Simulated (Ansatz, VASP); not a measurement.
**Si3Br in VASP and in Ansatz**

```
Si Br
1.0
     4.21958    0.00000    0.00000
     0.00000    4.21958    0.00000
     0.00000    0.00000    4.21958
Si Br
3 1
Direct
  0.50000 0.00000 0.00000
  0.00000 0.50000 0.00000
  0.00000 0.00000 0.50000
  0.50000 0.50000 0.50000
```

Alike in both runs: functional PBE; k mesh 12 × 12 × 12; occupations gaussian, width 0.1 eV; no spin polarisation.

Ansatz relaxed the structure, and its values are those at the end. VASP's run is a single point on that final structure, the one shown.

```csv
,VASP,Ansatz
version,VASP 6.6.1,Ansatz 0.2.0
potentials or method,"VASP PAW PBE potentials, release 64 (Si, Br), cutoff 520 eV","scalar-relativistic, plane waves, PAW"
valence electrons in the cell,19,19
```

|  | VASP | Ansatz | Ansatz less VASP |
| --- | --- | --- | --- |
| gap on the k mesh at the Fermi level (eV) | none | none | - |
| pressure (GPa) | 0.1 | 0.0 | -0.02 |

A gap of «none» marks a metal or a gap that the smearing closes. With one functional, cell and mesh, what is left measures potentials, basis and numerics.
